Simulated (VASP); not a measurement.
Input of a VASP 6.6.1 run:

Contents of INCAR:

```
PREC = Accurate
ENCUT = 520
EDIFF = 1E-6
ISMEAR = -1
SIGMA = 0.05
LREAL = False
LASPH = True
NELM = 100
ALGO = Normal
ISIF = 2
LWAVE = False
LCHARG = False
GGA = PE
NBANDS = 18
```

Contents of KPOINTS:

```
Automatic mesh
0
Gamma
  8 8 5
```

Contents of POSCAR:

```
PtSe2
1.0
    3.6495200000      0.0000000000      0.0000000000
   -1.8247600000      3.1605770316      0.0000000000
    0.0000000000      0.0000000000      5.0620000000
Pt Se
1 2
Direct
    0.0000000000      0.0000000000      0.0000000000
    0.6666666667      0.3333333333      0.7331884307
    0.3333333333      0.6666666667      0.2668115693
```

Potentials or basis: VASP PAW PBE potentials, release 64 (Pt, Se).

Command:

```console
$ cat potpaw_PBE.64/Pt/POTCAR potpaw_PBE.64/Se/POTCAR > POTCAR
$ mpirun -np 1 vasp_std > vasp.out
```

Task: What does it give for the pressure?

Result: 8.4 GPa.

Task: What does it give for the largest force?

Result: 0.009 eV/Å.

Task: Estimate the band gap on the k mesh.

Result: Zero (bands 11 and 12 overlap by 0.58 eV).

Stress tensor (GPa, compression positive):
```
10.49  0.00  0.00
 0.00 10.49  0.00
 0.00  0.00  4.19
```

Caveat: the stress differs along the axes, from 4 to 10 GPa; spin-orbit coupling is left out, which moves the levels of the heavy elements.
